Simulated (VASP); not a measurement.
A run of VASP 6.6.1 is set up as follows.

INCAR

```
PREC = Accurate
ENCUT = 520
EDIFF = 1E-6
ISMEAR = -1
SIGMA = 0.05
LREAL = F
LASPH = T
NELM = 100
ALGO = Fast
ISIF = 2
LWAVE = F
LCHARG = T
GGA = PS
LELF = T
LVHAR = T
NBANDS = 18
```

File KPOINTS:

```
regular mesh
0
Gamma
  8 8 5
```

POSCAR

```
La
1.0
    3.6808893121      0.0000000000      0.0000000000
   -1.8404446561      3.1877436528      0.0000000000
    0.0000000000      0.0000000000      5.9261187725
La
2
Direct
    0.6666666667      0.3333333333      0.7500000000
    0.3333333333      0.6666666667      0.2500000000
```

Potentials or basis: VASP PAW PBE potentials, release 64 (La).

The run is started by

```bash
$ cat potpaw_PBE.64/La/POTCAR > POTCAR
$ mpirun -np 1 vasp_std > vasp.out
```

Problem. What does it give for the band gap on the k mesh?

Solution. Zero (bands 11 and 12 overlap by 1.39 eV).

Problem. Predict the pressure.

Solution. 0.1 GPa.

Stress tensor (GPa, compression positive):
```
0.03 0.00 0.00
0.00 0.03 0.00
0.00 0.00 0.12
```

Caveat: the PAW data sets were made with another functional, which shifts forces and pressure a little; spin-orbit coupling is left out, which moves the levels of the heavy elements.
